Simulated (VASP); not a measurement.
# VPt (P4/mmm) in VASP: a series of runs, part 3 of 3

VASP 6.6.1. The steps go on from the part before.

## Step 5: Vibrations by perturbation theory, LDA

This run uses another cell than the first one, of 13.36 Å³/atom.

File INCAR:

```
SYSTEM = VPt
ALGO = Normal
EDIFF = 1E-8
ENCUT = 520
GGA = CA
IBRION = 8
ISIF = 2
ISMEAR = -1
LASPH = .True.
LCHARG = .True.
LREAL = .False.
LWAVE = .False.
NELM = 60
NSW = 1
PREC = Accurate
SIGMA = 0.15
```

File KPOINTS:

```
k-points
0
Gamma
  16 16 12
  0 0 0
```

File POSCAR:

```
VPt
1.0
    2.6459778491      0.0000000000      0.0000000000
    0.0000000000      2.6459778491      0.0000000000
    0.0000000000      0.0000000000      3.8169789138
V Pt
1 1
Direct
    0.5000000000      0.5000000000      0.5000000000
    0.0000000000      0.0000000000      0.0000000000
```

Potentials or basis: VASP PAW LDA potentials, release 64 (V_sv, Pt).

Run with:

```
$ cat potpaw_LDA.64/V_sv/POTCAR potpaw_LDA.64/Pt/POTCAR > POTCAR
$ mpirun -np 1 vasp_std > vasp.out
```

OUTCAR:

```text
SYSTEM = VPt
   EDIFF = 1E-8
   ENCUT = 520
   GGA = CA
   IBRION = 8
   ISIF = 2
   ISMEAR = -1
   LASPH = .True.
   LREAL = .False.
   NELM = 60
   NSW = 1
   PREC = Accurate

 ion  position               nearest neighbor table
   1  0.500  0.500  0.500-   2 2.67   2 2.67   2 2.67   2 2.67   2 2.67   2 2.67   2 2.67   2 2.67

   2  0.000  0.000  0.000-   1 2.67   1 2.67   1 2.67   1 2.67   1 2.67   1 2.67   1 2.67   1 2.67

  LATTYP: Found a simple tetragonal cell.
 ALAT       =     2.6459778491
 C/A-ratio  =     1.4425589069

  Lattice vectors:

 A1 = (   2.6459778491,   0.0000000000,   0.0000000000)
 A2 = (   0.0000000000,   2.6459778491,   0.0000000000)
 A3 = (   0.0000000000,   0.0000000000,   3.8169789138)

Analysis of symmetry for initial positions (statically):
=====================================================================
 Subroutine PRICEL returns:
 Original cell was already a primitive cell.

 Routine SETGRP: Setting up the symmetry group for a
 simple tetragonal supercell.

 Subroutine GETGRP returns: Found 16 space group operations
 (whereof 16 operations were pure point group operations)
 out of a pool of 16 trial point group operations.

The static configuration has the point symmetry D_4h.

Analysis of symmetry for dynamics (positions and initial velocities):
=====================================================================
 Subroutine PRICEL returns:
 Original cell was already a primitive cell.

 Routine SETGRP: Setting up the symmetry group for a
 simple tetragonal supercell.

 Subroutine GETGRP returns: Found 16 space group operations
 (whereof 16 operations were pure point group operations)
 out of a pool of 16 trial point group operations.

The dynamic configuration has the point symmetry D_4h.

 Subroutine INISYM returns: Found 16 space group operations
 (whereof 16 operations are pure point group operations),
 and found     1 'primitive' translations

----------------------------------------------------------------------------------------

                                     Primitive cell

  volume of cell :      26.7234

  direct lattice vectors                    reciprocal lattice vectors
     2.645977849  0.000000000  0.000000000     0.377932113  0.000000000  0.000000000
     0.000000000  2.645977849  0.000000000     0.000000000  0.377932113  0.000000000
     0.000000000  0.000000000  3.816978914     0.000000000  0.000000000  0.261987300

  length of vectors
     2.645977849  2.645977849  3.816978914     0.377932113  0.377932113  0.261987300

  position of ions in fractional coordinates (direct lattice)
[... 144 lines left out ...]
      7       5.1566      2.00000
      8       8.8490      2.00000
      9       8.8490      2.00000
     10      10.7200      1.99960
     11      10.7210      1.99960
     12      12.1428      0.55225
     13      14.0908      0.00000
     14      14.3532      0.00000
[... 401 lines left out ...]
      2     -26.0735      2.00000
      3     -25.9643      2.00000
      4     -25.5653      2.00000
      5       5.8914      2.00000
      6       6.3320      2.00000
      7       6.9707      2.00000
      8       7.0736      2.00000
      9       8.3572      2.00000
     10       9.8551      2.00000
     11      11.4401      1.95274
     12      11.5643      1.89501
     13      12.6476      0.02602
     14      13.4219      0.00015
     15      14.4764      0.00000

 [... further k-points ...]

------------------------ aborting loop because EDIFF is reached ----------------------------------------

  FORCE on cell =-STRESS in cart. coord.  units (eV):
  Direction    XX          YY          ZZ          XY          YZ          ZX
  --------------------------------------------------------------------------------------
  -------------------------------------------------------------------------------------
  Total        0.6319275      0.6319275      0.6400460      0.0000000      0.0000000     -0.0000000
  in kB       37.8866010     37.8866010     38.3733392      0.0000000      0.0000000     -0.0000000
  external PRESSURE =      38.0488471 kB  Pullay stress =       0.0000000 kB

 VOLUME and BASIS-vectors are now :
 -----------------------------------------------------------------------------
  energy-cutoff  :      520.00
  volume of cell :       26.72
      direct lattice vectors                 reciprocal lattice vectors
     2.645977849  0.000000000  0.000000000     0.377932113  0.000000000  0.000000000
     0.000000000  2.645977849  0.000000000     0.000000000  0.377932113  0.000000000
     0.000000000  0.000000000  3.816978914     0.000000000  0.000000000  0.261987300

 POSITION                                       TOTAL-FORCE (eV/Angst)
 -----------------------------------------------------------------------------------
      1.32299      1.32299      1.90849         0.000000      0.000000      0.000000
      0.00000      0.00000      0.00000         0.000000      0.000000      0.000000
 -----------------------------------------------------------------------------------
    total drift:                               -0.000000      0.000000      0.000000

  FREE ENERGIE OF THE ION-ELECTRON SYSTEM (eV)
  ---------------------------------------------------
  free  energy   TOTEN  =       -18.6575851068 eV

  energy  without entropy=      -18.5396741434  energy(sigma->0) =      -18.59862963

[... ionic steps 2 to 3 ...]

--------------------------------------- Ionic step        4  -------------------------------------------

------------------------ aborting loop because EDIFF is reached ----------------------------------------
[... 11 lines left out ...]
[... ionic steps 8 to 8 ...]

--------------------------------------- Ionic step        9  -------------------------------------------

 Free energy of the ion-electron system (eV)
  ---------------------------------------------------
  ---------------------------------------------------
  free energy    TOTEN  =        -0.26775376 eV

  energy without entropy =       -0.26775379

------------------------ aborting loop because EDIFF is reached ----------------------------------------

 INTERNAL STRAIN TENSOR  FOR ION    2  DIRECTION 3   (eV/Angst):
 -----------------------------------------------------------------------------
     0.00055  0.00000 -0.00000
     0.00000  0.00055  0.00000
     0.00000  0.00000 -0.01343

 INTERNAL STRAIN TENSOR FOR ION    2 for displacements in x,y,z  (eV/Angst):
          X           Y           Z          XY          YZ          ZX
  --------------------------------------------------------------------------------
  x     0.00000     0.00000     0.00000     0.00000     0.00000     0.00000
  y     0.00000     0.00000     0.00000     0.00000     0.00000     0.00000
  z     0.00000     0.00000     0.00000     0.00000     0.00000     0.00000

 SECOND DERIVATIVES (NOT SYMMETRIZED)
 ------------------------------------
               1X          1Y          1Z          2X          2Y          2Z
  1X    -4.960629    0.000000    0.000000    4.960629    0.000000    0.000000
  1Y     0.000000   -4.960629    0.000000    0.000000    4.960629    0.000000
  1Z     0.000000    0.000000   -8.804416    0.000000    0.000000    8.804416
  2X     4.969140    0.000000    0.000000   -4.969140    0.000000    0.000000
  2Y     0.000000    4.969140    0.000000    0.000000   -4.969140    0.000000
  2Z     0.000000    0.000000    8.821212    0.000000    0.000000   -8.821212

 Eigenvectors and eigenvalues of the dynamical matrix
 ----------------------------------------------------

   1 f  =    7.300167 THz    45.868300 2PiTHz  243.507350 cm-1    30.191050 meV
             X         Y         Z           dx          dy          dz
      1.322989  1.322989  1.908489     0.000000    0.000000    0.890296
      0.000000  0.000000  0.000000     0.000000    0.000000   -0.455382
[... 21 lines left out ...]
   6 f/i=    0.002820 THz     0.017721 2PiTHz    0.094076 cm-1     0.011664 meV
             X         Y         Z           dx          dy          dz
      1.322989  1.322989  1.908489     0.000000    0.000000   -0.455382
      0.000000  0.000000  0.000000     0.000000    0.000000   -0.890296

--------------------------------------------------------------------------------------------------------

 ELASTIC MODULI CONTR FROM IONIC RELAXATION (kBar)
 Direction    XX          YY          ZZ          XY          YZ          ZX
 --------------------------------------------------------------------------------
 XX           0.0000      0.0000      0.0000      0.0000      0.0000      0.0000
 YY           0.0000      0.0000      0.0000      0.0000      0.0000      0.0000
 ZZ           0.0000      0.0000      0.0000      0.0000      0.0000      0.0000
 XY           0.0000      0.0000      0.0000      0.0000      0.0000      0.0000
 YZ           0.0000      0.0000      0.0000      0.0000      0.0000      0.0000
 ZX           0.0000      0.0000      0.0000      0.0000      0.0000      0.0000
 --------------------------------------------------------------------------------
```

OSZICAR:

```text
N       E                     dE             d eps       ncg     rms          rms(c)
DAV:   1     0.212051169863E+03    0.21205E+03   -0.13616E+04  9730   0.161E+03
DAV:   2    -0.136243389856E+02   -0.22568E+03   -0.22317E+03 10395   0.447E+02
DAV:   3    -0.206983005118E+02   -0.70740E+01   -0.69005E+01 11357   0.821E+01
DAV:   4    -0.207672929032E+02   -0.68992E-01   -0.68926E-01 10529   0.879E+00
[... 83 lines left out ...]
RMM:   9    -0.267756508891E+00    0.96753E-06   -0.10152E-07 15413   0.227E-03    0.262E-04
RMM:  10    -0.267754068808E+00    0.24401E-05   -0.82974E-09 14802   0.732E-04    0.670E-05
RMM:  11    -0.267753972379E+00    0.96429E-07   -0.77973E-09 15074   0.233E-04    0.240E-05
RMM:  12    -0.267753773191E+00    0.19919E-06    0.35272E-10 15615   0.102E-04    0.135E-05
RMM:  13    -0.267753763491E+00    0.97000E-08    0.14537E-09 15224   0.368E-05    0.269E-06
 Linear response finished
```

Run time: 6.4 min. Hardware: 1 thread of Intel Xeon 6975P-C (Granite Rapids), shared host; peak memory 0.59 GiB.

Results:

```yaml
Highest_phonon_frequency_at_Γ: 244 cm⁻¹
```

Phonon frequencies in cm⁻¹ (negative: imaginary):
```
              q point        frequencies
(0.000, 0.000, 0.000)  0 0 0 183 183 244
```

Caveat: the cell stands under pressure or tension, which shifts response properties; spin-orbit coupling is left out, which moves the levels of the heavy elements.
